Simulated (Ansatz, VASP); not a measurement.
Two plane-wave programs on Al3Si2F

```xyz
6
Lattice="4.2880 0.0000 0.0000 0.0000 4.2880 0.0000 0.0000 0.0000 5.6017" Properties=species:S:1:pos:R:3 pbc="T T T"
Al    2.1440    0.0000    5.1788
Al    0.0000    2.1440    5.1788
Al    2.1440    2.1440    1.2180
Si    2.1440    0.0000    2.6267
Si    0.0000    2.1440    2.6267
F     0.0000    0.0000    5.3375
```

Alike in both runs: functional PBE; k mesh 3 × 3 × 3; occupations gaussian, width 0.15 eV; no spin polarisation.

Ansatz relaxed the structure, and its values are those at the end. VASP's run is a single point on that final structure, the one shown.

|  | VASP | Ansatz |
| --- | --- | --- |
| version | VASP 6.6.1 | Ansatz 0.2.0 |
| potentials or method | VASP PAW PBE potentials, release 64 (Al, Si, F), cutoff 600 eV | scalar-relativistic, plane waves, PAW |
| valence electrons in the cell | 24 | 24 |

Ansatz gave:

```
gap on the k mesh at the Fermi level (eV) : none
pressure (GPa)                            : 0.0
rms of the force components (eV/Å)        : 0.014
```

Question: Estimate VASP's values.

Answer: gap on the k mesh at the Fermi level (eV): none; pressure (GPa): -0.1; rms of the force components (eV/Å): 0.014.

A gap of «none» marks a metal or a gap that the smearing closes.

The k mesh is coarse, so the values compare programs but aren't converged.
